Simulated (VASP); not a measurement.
Here is a VASP 6.6.1 calculation.

The input INCAR:

```
SYSTEM = AlNi3
ALGO = Fast
EDIFF = 1E-7
ENCUT = 520
GGA = PE
ISIF = 2
ISMEAR = 0
ISPIN = 2
LASPH = .True.
LCHARG = .False.
LMAXMIX = 4
LORBIT = 11
LREAL = .False.
LWAVE = .False.
MAGMOM = 0 -0.3 -0.3 -0.3
NBANDS = 28
NELM = 150
PREC = Accurate
SIGMA = 0.1
```

KPOINTS

```
k-points
0
Gamma
  14 14 14
  0 0 0
```

The input POSCAR:

```
AlNi3
1.0
    3.4939462814      0.0000000000      0.0000000000
    0.0000000000      3.4939462814      0.0000000000
    0.0000000000      0.0000000000      3.4939462814
Al Ni
1 3
Direct
    0.0000000000      0.0000000000      0.0000000000
    0.0000000000      0.5000000000      0.5000000000
    0.5000000000      0.0000000000      0.5000000000
    0.5000000000      0.5000000000      0.0000000000
```

Potentials or basis: VASP PAW PBE potentials, release 64 (Al, Ni).

Command:

```sh
$ cat potpaw_PBE.64/Al/POTCAR potpaw_PBE.64/Ni/POTCAR > POTCAR
$ mpirun -np 1 vasp_std > vasp.out
```

Task: Predict the net moment.

Result: -0.68 μB per cell.

Task: Predict the site moments.

Result: Al +0.01; Ni -0.24 μB.
